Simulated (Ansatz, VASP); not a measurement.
One calculation of SnSe2, two programs

The input INCAR:

```
  PREC = Accurate
  ENCUT = 500
  EDIFF = 1E-6
  ISMEAR = 0
  SIGMA = 0.03
  LREAL = False
  LASPH = True
  NELM = 120
  ALGO = Normal
  ISIF = 2
  LWAVE = False
  LCHARG = True
  GGA = PE
  IVDW = 12
  LELF = True
  LVHAR = True
  NBANDS = 20
  GGA_COMPAT = False
```

Contents of KPOINTS:

```
regular mesh
0
Gamma
  12 12 6
```

File POSCAR:

```
SnSe2
1.0
    4.0531807388      0.0000000000      0.0000000000
   -2.0265903694      3.5101574859      0.0000000000
    0.0000000000      0.0000000000      5.9699299101
Sn Se
1 2
Direct
    0.0000000000      0.0000000000      0.0000000000
    0.3333333333      0.6666666667      0.2651331237
    0.6666666667      0.3333333333      0.7348668763
```

Input for Ansatz:

```yaml
crystal:
  lattice:
    - [4.0531807388, 0.0, 0.0]
    - [-2.0265903694, 3.5101574859, 0.0]
    - [0.0, 0.0, 5.9699299101]
  atoms:
    - { symbol: Sn, position: [0.0, 0.0, 0.0] }
    - { symbol: Se, position: [0.3333333333, 0.6666666667, 0.2651331237] }
    - { symbol: Se, position: [0.6666666667, 0.3333333333, 0.7348668763] }
basis:
  ecutwfc: 420
kpoints:
  mp_grid: { grid: [12, 12, 6] }
hamiltonian:
  xc: pbe
  dispersion: d3bj
scf:
  occupations: { method: gaussian, width: 0.03 }
output:
  forces: true
  stress: true
  eigenvalues: true
```

Alike in both runs: task single point; functional PBE; dispersion D3(BJ); k mesh 12 × 12 × 6; occupations gaussian, width 0.03 eV; no spin polarisation.

|  | VASP | Ansatz |
| --- | --- | --- |
| version | VASP 6.6.1 | Ansatz 0.2.0 |
| potentials or method | VASP PAW PBE potentials, release 64 (Sn_d, Se), cutoff 500 eV | scalar-relativistic, plane waves, PAW |
| valence electrons in the cell | 26 | 46 |

Ansatz gave:

* gap on the k mesh at the Fermi level (eV): none
* pressure (GPa): -5.3
* traceless stress, the component that is largest in VASP (GPa): 1.86
* rms of the force components (eV/Å): 0.163

Question: What did VASP give for the same quantities?

Answer: gap on the k mesh at the Fermi level (eV): none; pressure (GPa): -5.2; traceless stress, the component that is largest in VASP (GPa): 1.86; rms of the force components (eV/Å): 0.159.

Atom by atom the forces differ by 0.004 eV/Å (rms over components). A gap of «none» marks a metal or a gap that the smearing closes. VASP's potentials hold 26 valence electrons a cell and Ansatz's 46, so a difference there can come from the potentials and not from the codes.
